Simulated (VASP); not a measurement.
# BaTiO3: electric field gradients with LDA

The system is BaTiO3.

```
Ba Ti O
1.0
     2.82767    1.63255    2.31773
    -2.82767    1.63255    2.31773
     0.00000   -3.26511    2.31773
Ba Ti O
1 1 3
Cartesian
  0.0000 0.0000 0.0000
  0.0000 0.0000 3.5739
  0.0000 -1.5996 4.5536
  -1.3853 0.7998 4.5536
  1.3853 0.7998 4.5536
```

* Program: VASP 6.6.1
* Task: electric field gradients
* Functional: LDA
* Potentials or basis: VASP PAW LDA potentials, release 64 (Ba_sv, Ti_sv, O)
* Cutoff: 520 eV
* k mesh: 9 × 9 × 9
* Occupations: fermi-dirac, width 0.05 eV
* Spin: no spin polarisation
* Dipole correction: no
* Further INCAR settings: ALGO = Normal; EDIFF = 1e-08; NBANDS = 28

```
Pressure                                : -3.9 GPa
Largest force                           : 0.105 eV/Å
Band gap on the k mesh                  : 2.30 eV (least direct gap 2.65 eV)
Largest electric field gradient by atom : Ba +3.4; Ti +11.1; O +17.2 V/Å²
```

Forces on the atoms (eV/Å):
```
Ba   0.000  0.000  0.101
Ti   0.000  0.000 -0.023
O    0.000 -0.102 -0.026
O   -0.088  0.051 -0.026
O    0.088  0.051 -0.026
```

Stress tensor (GPa, compression positive):
```
-3.81  0.00  0.00
 0.00 -3.81  0.00
 0.00  0.00 -4.05
```

Levels at points of the mesh, in eV from the valence-band top:
| k point | band 16 | band 17 | band 18 | band 19 | band 20 | band 21 | band 22 | band 23 | band 24 | band 25 |
| --- | --- | --- | --- | --- | --- | --- | --- | --- | --- | --- |
| (0.00, 0.00, 0.00) | -1.29 | -1.05 | -0.49 | -0.35 | -0.35 | 2.30 | 2.30 | 2.44 | 4.52 | 4.52 |

Electric field gradients, principal values (V/Å²):
| atom | least | middle | greatest (by size) |
| --- | --- | --- | --- |
| 1 Ba | -1.710 | -1.710 | 3.419 |
| 2 Ti | -5.567 | -5.567 | 11.134 |
| 3 O | -8.227 | -9.011 | 17.238 |
| 4 O | -8.227 | -9.011 | 17.238 |
| 5 O | -8.227 | -9.011 | 17.238 |

It took 2.3 min on 1 thread of Intel(R) Xeon(R) Platinum 8259CL CPU @ 2.50GHz (Skylake/Cascade Lake), on a shared host, peak memory 0.26 GiB.

Caveat: the cell stands under tension; without QUAD_EFG the Cq values of the log hold for a quadrupole moment of 1 mb, not for the nuclei; spin-orbit coupling is left out, which moves the levels of the heavy elements; an odd mesh through Γ misses points on the zone boundary, where band edges can lie. A hybrid or GW would open this gap; LDA tends to underestimate it.
